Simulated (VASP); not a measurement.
# NaSrI3 (Pm-3m) in VASP: a series of runs, part 2 of 2

VASP 6.6.1. Earlier steps stand in the parts before.

**3. Relaxation of cell and atoms, r2SCAN+rVV10**

This run uses another cell than the first one, of 49.90 Å³/atom.

File POSCAR:

```
NaSrI3
1.0
    6.2953697698      0.0000000000      0.0000000000
    0.0000000000      6.2953697698      0.0000000000
    0.0000000000      0.0000000000      6.2953697698
Na Sr I
1 1 3
Direct
    0.0000000000      0.0000000000      0.0000000000
    0.5000000000      0.5000000000      0.5000000000
    0.0000000000      0.5000000000      0.5000000000
    0.5000000000      0.0000000000      0.5000000000
    0.5000000000      0.5000000000      0.0000000000
```

File INCAR.step1:

```
PREC = Accurate
ENCUT = 600
ISMEAR = -1
SIGMA = 0.03
LREAL = False
LASPH = True
NELM = 100
GGA = PE
ALGO = Normal
EDIFF = 1E-4
LWAVE = True
LCHARG = False
```

File INCAR.step2:

```
PREC = Accurate
ENCUT = 600
EDIFF = 1E-6
ISMEAR = -1
SIGMA = 0.03
LREAL = False
LASPH = True
NELM = 100
ALGO = Normal
ISIF = 3
LWAVE = False
LCHARG = False
METAGGA = R2SCAN
LMIXTAU = True
LUSE_VDW = True
IVDW_NL = 2
BPARAM = 11.95
CPARAM = 0.0093
IBRION = 2
NSW = 100
EDIFFG = -0.01
ISTART = 1
```

File KPOINTS:

```
Automatic mesh
0
Gamma
  4 4 4
```

Potentials or basis: VASP PAW PBE potentials, release 64 (Na_pv, Sr_sv, I).

On the command line:

```bash
$ cat potpaw_PBE.64/Na_pv/POTCAR potpaw_PBE.64/Sr_sv/POTCAR potpaw_PBE.64/I/POTCAR > POTCAR
$ cp INCAR.step1 INCAR
$ mpirun -np 1 vasp_std > vasp.out
$ cp INCAR.step2 INCAR
$ mpirun -np 1 vasp_std > vasp.out
```

OUTCAR:

```text
PREC = Accurate
   ENCUT = 600
   EDIFF = 1E-6
   ISMEAR = -1
   LREAL = False
   LASPH = True
   NELM = 100
   ISIF = 3
   METAGGA = R2SCAN
   IVDW_NL = 2
   BPARAM = 11.95
   IBRION = 2
   NSW = 100
   EDIFFG = -0.01
   ISTART = 1

 ion  position               nearest neighbor table
   1  0.000  0.000  0.000-
   2  0.500  0.500  0.500-   3 3.15   4 3.15   5 3.15   5 3.15   4 3.15   3 3.15
   3  0.000  0.500  0.500-   2 3.15   2 3.15
   4  0.500  0.000  0.500-   2 3.15   2 3.15
   5  0.500  0.500  0.000-   2 3.15   2 3.15

  LATTYP: Found a simple cubic cell.
 ALAT       =     6.2953697698

  Lattice vectors:

 A1 = (   6.2953697698,   0.0000000000,   0.0000000000)
 A2 = (   0.0000000000,   6.2953697698,   0.0000000000)
 A3 = (   0.0000000000,   0.0000000000,   6.2953697698)

Analysis of symmetry for initial positions (statically):
=====================================================================
 Subroutine PRICEL returns:
 Original cell was already a primitive cell.

 Routine SETGRP: Setting up the symmetry group for a
 simple cubic supercell.

 Subroutine GETGRP returns: Found 48 space group operations
 (whereof 48 operations were pure point group operations)
 out of a pool of 48 trial point group operations.

The static configuration has the point symmetry O_h .

Analysis of symmetry for dynamics (positions and initial velocities):
=====================================================================
 Subroutine PRICEL returns:
 Original cell was already a primitive cell.

 Routine SETGRP: Setting up the symmetry group for a
 simple cubic supercell.

 Subroutine GETGRP returns: Found 48 space group operations
 (whereof 48 operations were pure point group operations)
 out of a pool of 48 trial point group operations.

The dynamic configuration has the point symmetry O_h .

[... 94 lines left out ...]
   NFREE  =      1    steps in history (QN), initial steepest desc. (CG)
   ISIF   =      3    stress and relaxation
   ISYM   =      2    0-nonsym 1-usesym 2-fastsym
   POTIM  = 0.5000    time-step for ionic-motion
   TEBEG  =    0.0;   TEEND  =   0.0 temperature during run
   PSTRESS=    0.0 pullay stress
   NELECT =      38.0000    total number of electrons
   NUPDOWN=      -1.0000    fix difference up-down
   EMIN   =  10.00;   EMAX   =-10.00  energy-range for DOS
   EFERMI =   0.00;   METHOD = LEGACY
   ISMEAR =    -1;   SIGMA  =   0.03  broadening in eV -4-tet -1-fermi 0-gaus
   EFERMI_NEDOS =   21; number of points for ismear=-14 and -15
   IALGO  =     38    algorithm
   IMIX   =      4    mixing-type and parameters
     AMIX     =   0.40;   BMIX     =  1.00
     AMIX_MAG =   1.60;   BMIX_MAG =  1.00
  volume/ion in A,a.u.               =      49.90       336.74
  Fermi-wavevector in a.u.,A,eV,Ry     =   0.874275  1.652140 10.399708  0.764357
  Thomas-Fermi vector in A             =   1.993783
   LORBIT       =      0    0 simple, 1 ext, 2 COOP (PROOUT), +10 PAW based schemes
   METAGGA = R2SCAN    functional components
   LHFCALC =     F    Hartree Fock is set to
   AEXX    =    0.0000 exact exchange contribution
   IVDW_NL    =     2    kernel type
   BPARAM     =11.9500
   IVDW    =     0    specifies the selected vdW correction
   LEPSILON=     F    determine dielectric tensor
   LRPA    =     F    only Hartree local field effects (RPA)
 conjugate gradient relaxation of ions
 non-spin polarized calculation
  energy-cutoff  :      600.00
  volume of cell :      249.50
 maximum number of plane-waves:      8385
   NGX = 25   NGY = 25   NGZ = 25

--------------------------------------- Ionic step        1  -------------------------------------------

 number of electron      37.9999984 magnetization

 Free energy of the ion-electron system (eV)
  ---------------------------------------------------
  ext. energy  EPLUGINS =         0.00000000
  ---------------------------------------------------
  free energy    TOTEN  =       -98.53949888 eV

  energy without entropy =      -98.53949888  energy(sigma->0) =      -98.53949888

------------------------ aborting loop because EDIFF is reached ----------------------------------------

  FORCE on cell =-STRESS in cart. coord.  units (eV):
  Direction    XX          YY          ZZ          XY          YZ          ZX
  --------------------------------------------------------------------------------------
  -------------------------------------------------------------------------------------
  Total        0.6934907      0.6934907      0.6934907     -0.0000000      0.0000000     -0.0000000
  in kB        4.4533570      4.4533570      4.4533570     -0.0000000      0.0000000     -0.0000000
  external PRESSURE =       4.4533570 kB  Pullay stress =       0.0000000 kB
[... 65 lines left out ...]
--------------------------------------- Ionic step        3  -------------------------------------------

 number of electron      37.9999995 magnetization

 Free energy of the ion-electron system (eV)
  ---------------------------------------------------
  ext. energy  EPLUGINS =         0.00000000
  ---------------------------------------------------
  free energy    TOTEN  =       -98.54897398 eV

  energy without entropy =      -98.54897398  energy(sigma->0) =      -98.54897398

 E-fermi :   0.3274     XC(G=0):  -6.9662

 val. band max:       -0.4435556481   @ k =   0.5000   0.5000   0.5000
 cond. band min:       2.5046502357   @ k =   0.0000   0.0000   0.0000
 fundamental gap:      2.9482058837
 Fermi energy:         0.3274147879

 k-point     1 :       0.0000    0.0000    0.0000
  band No.  band energies     occupation
      1     -35.4796      2.00000
      2     -25.9684      2.00000
      3     -25.9684      2.00000
      4     -25.9684      2.00000
      5     -16.9309      2.00000
      6     -16.9309      2.00000
[... 281 lines left out ...]
  FREE ENERGIE OF THE ION-ELECTRON SYSTEM (eV)
  ---------------------------------------------------
  free  energy   TOTEN  =       -98.5489739838 eV

  energy  without entropy=      -98.5489739838  energy(sigma->0) =      -98.54897398

 reached required accuracy - stopping structural energy minimisation
```

OSZICAR.step1:

```text
N       E                     dE             d eps       ncg     rms          rms(c)
DAV:   1     0.312893520095E+03    0.31289E+03   -0.17127E+04   460   0.152E+03
DAV:   2     0.193039665614E+02   -0.29359E+03   -0.28715E+03   565   0.311E+02
DAV:   3    -0.131753582790E+02   -0.32479E+02   -0.32429E+02   643   0.102E+02
DAV:   4    -0.146867974656E+02   -0.15114E+01   -0.15102E+01   763   0.205E+01
DAV:   5    -0.147298566635E+02   -0.43059E-01   -0.43053E-01   707   0.251E+00    0.191E+01
DAV:   6    -0.143044721695E+02    0.42538E+00   -0.45695E-01   611   0.306E+00    0.110E+01
DAV:   7    -0.140776521080E+02    0.22682E+00   -0.61754E-01   565   0.357E+00    0.113E+00
DAV:   8    -0.140619217061E+02    0.15730E-01   -0.37556E-02   660   0.107E+00    0.368E-01
DAV:   9    -0.140608119105E+02    0.11098E-02   -0.47324E-03   627   0.388E-01    0.175E-01
DAV:  10    -0.140603881115E+02    0.42380E-03   -0.33005E-03   572   0.273E-01    0.489E-02
DAV:  11    -0.140604632056E+02   -0.75094E-04   -0.54517E-04   457   0.132E-01
   1 F= -.14060463E+02 E0= -.14060463E+02  d E =-.225952E-10
```

Wall time 10 min (1 thread of Intel Xeon 6975P-C (Granite Rapids), shared host); peak memory 0.87 GiB.

Results:

| Quantity | Value |
| --- | --- |
| Free energy | -98.5490 eV |
| Relaxed volume | 51.38 Å³/atom |
| Relaxed cell | a = 6.357 Å, b = 6.357 Å, c = 6.357 Å, α = 90.00°, β = 90.00°, γ = 90.00° |
| Space group after relaxing (to 0.1 Å) | Pm-3m (No. 221) |
| Energy gained by relaxing | 1.9 meV/atom |
| Ionic steps | 3 |
| Pressure after relaxing | 0.0 GPa |
| Band gap on the k mesh | 2.95 eV (least direct gap 3.24 eV) |

The path:
| step | energy change (eV) | largest force (eV/Å) | pressure (GPa) | volume (Å³) |
| --- | --- | --- | --- | --- |
| 1 | 0.0000 | 0.0000 | 0.45 | 249.50 |
| 2 | -0.0088 | 0.0000 | 0.12 | 254.54 |
| 3 | -0.0095 | 0.0000 | -0.02 | 256.91 |

Final structure:
```
CELL_PARAMETERS angstrom
6.35710 0.00000 0.00000
0.00000 6.35710 0.00000
0.00000 0.00000 6.35710
ATOMIC_POSITIONS crystal
Na 0.00000 0.00000 0.00000
Sr 0.50000 0.50000 0.50000
I 0.00000 0.50000 0.50000
I 0.50000 0.00000 0.50000
I 0.50000 0.50000 0.00000
```

Caveat: the PAW data sets were made with another functional, which shifts forces and pressure a little; spin-orbit coupling is left out, which moves the levels of the heavy elements.
